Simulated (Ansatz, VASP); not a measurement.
MnO: VASP beside Ansatz

The input INCAR:

```
SYSTEM = MnO
  PREC = Accurate
  ENCUT = 520
  EDIFF = 1E-8
  ISMEAR = -1
  SIGMA = 0.05
  LREAL = .False.
  LASPH = .True.
  NELM = 150
  ALGO = Normal
  ISIF = 2
  LWAVE = .False.
  LCHARG = .False.
  ISPIN = 2
  MAGMOM = 4 0
  LORBIT = 11
  LMAXMIX = 4
  LEFG = .True.
  NBANDS = 20
```

KPOINTS

```
regular mesh
0
Gamma
  16 16 16
  0 0 0
```

File POSCAR:

```
MnO
1.0
    0.0000000000      2.2220000000      2.2220000000
    2.2220000000      0.0000000000      2.2220000000
    2.2220000000      2.2220000000      0.0000000000
Mn O
1 1
Direct
    0.0000000000      0.0000000000      0.0000000000
    0.5000000000      0.5000000000      0.5000000000
```

Input for Ansatz:

```yaml
crystal:
  lattice:
    - [0.0, 2.222, 2.222]
    - [2.222, 0.0, 2.222]
    - [2.222, 2.222, 0.0]
  atoms:
    - { symbol: Mn, position: [0.0, 0.0, 0.0], spin: 4.0 }
    - { symbol: O, position: [0.5, 0.5, 0.5] }
magnetization:
  spin_polarized: true
kpoints:
  mp_grid: { grid: [16, 16, 16] }
  band_path:
    path:
      - [0.0, 0.0, 0.0]
      - [0.5, 0.0, 0.5]
      - [0.625, 0.25, 0.625]
      - [0.375, 0.375, 0.75]
      - [0.0, 0.0, 0.0]
      - [0.5, 0.5, 0.5]
      - [0.5, 0.25, 0.75]
      - [0.5, 0.0, 0.5]
    npoints: 14
scf:
  occupations: { method: fermi_dirac, width: 0.05 }
hamiltonian:
  xc: lda
  pseudopotentials: { kind: paw }
output:
  forces: true
  stress: true
  eigenvalues: true
  efg: { contact_densities: true }
  populations: true
  bader: true
  dos: { projected: true, de: 0.2, e_range: [-14, 8] }
  write_density: true
  write_potential: true
  elf: true
  volumetric_format: npy
```

Alike in both runs: task electric field gradients; functional LDA; k mesh 16 × 16 × 16; occupations fermi-dirac, width 0.05 eV; collinear spin.

```csv
,VASP,Ansatz
version,VASP 6.6.1,Ansatz 0.2.0
potentials or method,"VASP PAW LDA potentials, release 64 (Mn_pv, O)","PAW with Ansatz's default frozen-core files, scalar-relativistic"
plane-wave cutoff (eV),520,420
valence electrons in the cell,19,21
```

VASP gave:

```
pressure (GPa)                                                : -17.1
net moment per atom (μB)                                      : 2.27
size of the moment on the site where the two differ most (μB) : 4.12
```

Question: What did Ansatz give for the same quantities?

Answer: Pressure (GPa): -16.2; net moment per atom (μB): 2.30; size of the moment on the site where the two differ most (μB): 3.91.

LDA's correlation is that of Perdew and Zunger in VASP and of Perdew and Wang (1992) in Ansatz. Site moments also hang on the region over which each program counts them. VASP's potentials hold 19 valence electrons a cell and Ansatz's 21, so a difference there can come from the potentials and not from the codes.
